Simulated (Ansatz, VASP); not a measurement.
Ga: VASP beside Ansatz

```
Ga
1.0
     1.45000   -4.06500    0.00363
     1.45000    4.06500    0.00363
     0.00792    0.00000    3.17000
Ga
2
Direct
  0.86700 0.13300 0.25000
  0.13300 0.86700 0.75000
```

Change from the starting cell: strain +0.0050 x Voigt [0, 0, 0, 0, 1, 0], atoms carried along.

Alike in both runs: task single point; functional PBEsol; k mesh 18 × 18 × 16; occupations gaussian, width 0.15 eV; no spin polarisation.

|  | VASP | Ansatz |
| --- | --- | --- |
| version | VASP 6.6.1 | Ansatz 0.2.0 |
| potentials or method | VASP PAW PBE potentials, release 64 (Ga_d), cutoff 520 eV | scalar-relativistic, plane waves, PAW |
| valence electrons in the cell | 26 | 26 |

|  | VASP | Ansatz | Ansatz less VASP |
| --- | --- | --- | --- |
| gap on the k mesh at the Fermi level (eV) | none | none | - |
| pressure (GPa) | -1.9 | -1.9 | -0.01 |
| traceless stress, the component that is largest in VASP (GPa) | -1.95 | -1.95 | 0.000 |
| rms of the force components (eV/Å) | 0.115 | 0.115 | -0.0001 |

VASP's potentials were made for PBE, not for PBEsol. Atom by atom the forces differ by 0.000 eV/Å (rms over components). A gap of «none» marks a metal or a gap that the smearing closes.
